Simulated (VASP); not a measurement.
Crystal: B.

```
B
1.0
    -1.84711    1.84711    1.00852
     1.84711   -1.84711    1.00852
     1.84711    1.84711   -1.00852
B
2
Direct
  0.00000 0.00000 0.00000
  0.75000 0.25000 0.50000
```

* Program: VASP 6.6.1
* Task: relaxation of cell and atoms
* Functional: RPBE
* Potentials or basis: VASP PAW PBE potentials, release 64 (B)
* Cutoff: 600 eV
* k mesh: 17 × 17 × 12
* Occupations: fermi-dirac, width 0.1 eV
* Spin: no spin polarisation

At the start: pressure -1.2 GPa; volume 6.88 Å³/atom.

Where does the relaxation end?

Over 59 steps the energy falls by 877.8 meV/atom and the volume is 9.16 Å³/atom (+33.1 %); space group Cmcm (No. 63, to 0.05 Å).

The path:
| step | energy change (eV) | largest force (eV/Å) | pressure (GPa) | volume (Å³) |
| --- | --- | --- | --- | --- |
| 1 | 0.0000 | 0.0027 | -1.24 | 13.76 |
| 3 | -0.2931 | 0.0126 | 0.36 | 13.37 |
| 5 | -0.4474 | 0.0240 | 9.65 | 13.05 |
| 7 | -0.5093 | 0.0474 | 31.38 | 12.70 |
| 9 | -0.5331 | 0.0475 | 30.41 | 12.83 |
| 11 | -0.5872 | 0.0482 | 31.87 | 13.31 |
| 13 | -0.7606 | 0.0712 | 8.79 | 16.36 |
| 15 | -0.7951 | 0.0739 | -1.16 | 16.48 |
| 17 | -0.7955 | 0.0813 | -0.79 | 16.45 |
| 19 | -0.7984 | 0.1469 | 0.01 | 16.23 |
| 21 | -0.8093 | 0.4138 | 3.83 | 15.36 |
| 23 | -0.8136 | 0.7205 | 10.98 | 14.22 |
| 25 | -0.8140 | 0.7263 | 11.15 | 14.19 |
| 27 | -0.8157 | 0.7479 | 11.80 | 14.10 |
| 29 | -0.8213 | 0.8184 | 14.91 | 13.74 |
| 31 | -0.8312 | 0.8872 | 21.48 | 13.15 |
| 33 | -0.8158 | 0.4565 | 43.34 | 12.04 |
| 35 | -0.8698 | 0.8037 | 29.29 | 12.63 |
| 37 | -1.0375 | 0.5208 | 31.64 | 12.50 |
| 39 | -1.0599 | 0.2730 | 33.75 | 12.45 |
| 41 | -1.2866 | 0.5110 | 14.10 | 13.45 |
| 43 | -1.5165 | 0.4448 | -1.86 | 15.31 |
| 45 | -1.5867 | 0.1989 | 5.91 | 15.71 |
| 47 | -1.7354 | 0.1956 | -0.07 | 17.36 |
| 49 | -1.7501 | 0.1189 | 0.65 | 17.75 |
| 51 | -1.7541 | 0.0454 | -0.19 | 18.05 |
| 53 | -1.7549 | 0.0046 | -0.04 | 18.13 |
| 55 | -1.7552 | 0.0062 | 0.18 | 18.19 |
| 57 | -1.7554 | 0.0112 | -0.07 | 18.29 |
| 59 | -1.7555 | 0.0078 | 0.10 | 18.32 |

Final structure:
```yaml
crystal:
  lattice:
    - [-2.66912, 2.83768, 0.80673]
    - [2.83767, -2.66912, 0.80673]
    - [2.01821, 2.01821, -0.42036]
  atoms:
    - { symbol: B, position: [0.06930, 0.93070, 0.00000] }
    - { symbol: B, position: [0.68070, 0.31930, 0.50000] }
```

Caveat: the volume moved by over 15 % at a fixed basis, so the end points are rough; the PAW data sets were made with another functional, which shifts forces and pressure a little.
